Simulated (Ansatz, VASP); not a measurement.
## Two plane-wave programs on Mg7Te

```
Mg Te
1.0
     6.33065    0.00000    0.00000
    -3.16532    5.48250    0.00000
     0.00000    0.00000   10.86532
Mg Te
14 2
Cartesian
  1.5827 2.7413 0.0000
  3.1653 3.6304 8.1490
  4.7267 0.9260 8.1490
  -1.5614 4.5565 2.7163
  1.5614 4.5565 2.7163
  3.1653 0.0000 5.4327
  3.1653 1.8275 2.7163
  3.1653 0.0000 0.0000
  1.5827 2.7413 5.4327
  -1.5827 2.7413 5.4327
  0.0000 1.8521 2.7163
  -1.5827 2.7413 0.0000
  1.6039 0.9260 8.1490
  0.0000 3.6550 8.1490
  0.0000 0.0000 5.4327
  0.0000 0.0000 0.0000
```

Alike in both runs: functional PBE; k mesh 6 × 6 × 4; occupations gaussian, width 0.1 eV; no spin polarisation.

Ansatz relaxed the structure, and its values are those at the end. VASP's run is a single point on that final structure, the one shown.

|  | VASP | Ansatz |
| --- | --- | --- |
| version | VASP 6.6.1 | Ansatz 0.2.0 |
| potentials or method | VASP PAW PBE potentials, release 64 (Mg, Te), cutoff 520 eV | scalar-relativistic, plane waves, PAW |
| valence electrons in the cell | 40 | 172 |

Ansatz gave:

- gap on the k mesh at the Fermi level (eV): none
- pressure (GPa): 0.0
- rms of the force components (eV/Å): 0.003

Problem. Estimate VASP's values.

Solution. gap on the k mesh at the Fermi level (eV): none; pressure (GPa): -0.1; rms of the force components (eV/Å): 0.003.

A gap of «none» marks a metal or a gap that the smearing closes. With one functional, cell and mesh, what is left measures potentials, basis and numerics. VASP's potentials hold 40 valence electrons a cell and Ansatz's 172, so a difference there can come from the potentials and not from the codes.

Spin-orbit coupling is off throughout.
